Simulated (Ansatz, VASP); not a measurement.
**One calculation of Co, two programs**

```
CELL_PARAMETERS angstrom
2.49412 0.00000 0.00000
-1.24706 2.15997 0.00000
0.00000 0.00000 8.08797
ATOMIC_POSITIONS crystal
Co 0.00000 0.00000 0.00000
Co 0.33333 0.66667 0.25000
Co 0.00000 0.00000 0.50000
Co 0.66667 0.33333 0.75000
```

Alike in both runs: task single point; functional PBE; k mesh 21 × 21 × 6; occupations gaussian, width 0.1 eV; collinear spin.

|  | VASP | Ansatz |
| --- | --- | --- |
| version | VASP 6.6.1 | Ansatz 0.2.0 |
| potentials or method | VASP PAW PBE potentials, release 64 (Co), cutoff 520 eV | scalar-relativistic, plane waves, PAW |
| valence electrons in the cell | 36 | 68 |

|  | VASP | Ansatz | Ansatz less VASP |
| --- | --- | --- | --- |
| gap on the k mesh at the Fermi level (eV) | none | none | - |
| pressure (GPa) | -0.7 | 0.0 | +0.75 |
| traceless stress, the component that is largest in VASP (GPa) | -0.06 | 0.00 | +0.056 |
| net moment per atom (μB) | 1.64 | 1.64 | +0.008 |
| size of the moment on the site where the two differ most (μB) | 1.66 | 1.73 | +0.062 |

Site moments also hang on the region over which each program counts them. A gap of «none» marks a metal or a gap that the smearing closes. VASP's potentials hold 36 valence electrons a cell and Ansatz's 68, so a difference there can come from the potentials and not from the codes. Ansatz's warnings: moment headroom below auto, stability check not made.
